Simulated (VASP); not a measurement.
Set up this calculation in VASP 6.6.1, as the native input.

```
Task                   : single point
Functional             : PBE
Potentials or basis    : VASP PAW PBE potentials, release 64 (W_sv)
Cutoff                 : 520 eV
k mesh                 : 18 × 18 × 18
Occupations            : gaussian, width 0.05 eV
Spin                   : no spin polarisation
Dipole correction      : no
Further INCAR settings : ALGO = Normal; EDIFF = 1e-07; NBANDS = 13
```

The structure of W lies in POSCAR:

```
W
1.0
   -1.6044989691      1.6044989691      1.6044989691
    1.6044989691     -1.6044989691      1.6044989691
    1.6044989691      1.6044989691     -1.6044989691
W
1
Direct
    0.0000000000      0.0000000000      0.0000000000
```

The input as run:

INCAR

```
SYSTEM = W
ALGO     = Normal         ! electronic algorithm
EDIFF    = 1E-7           ! SCF threshold, eV
ENCUT    = 520            ! plane-wave cutoff, eV
GGA      = PE             ! functional
ISIF     = 2              ! what is computed and relaxed
ISMEAR   = 0              ! smearing method
LASPH    = .TRUE.         ! aspherical terms in the spheres
LCHARG   = .FALSE.        ! write CHGCAR
LREAL    = .FALSE.        ! projectors in reciprocal space
LWAVE    = .FALSE.        ! write WAVECAR
NBANDS   = 13             ! bands
NELM     = 60             ! most SCF steps
PREC     = Accurate       ! precision mode
SIGMA    = 0.05           ! smearing width, eV
```

KPOINTS

```
k-points
0
G
  18 18 18
  0 0 0
```

Potentials or basis: VASP PAW PBE potentials, release 64 (W_sv).

Run with:

```console
$ cat potpaw_PBE.64/W_sv/POTCAR > POTCAR
$ mpirun -np 1 vasp_std > vasp.out
```

Results of the run:

```yaml
Pressure: -6.5 GPa
Band_gap_on_the_k_mesh: zero (bands 7 and 8 overlap by 6.03 eV)
```

Caveat: the cell stands under tension; spin-orbit coupling is left out, which moves the levels of the heavy elements.

It took 53 s on 1 thread of Intel Xeon 8259CL (shared host), peak memory 0.17 GiB.
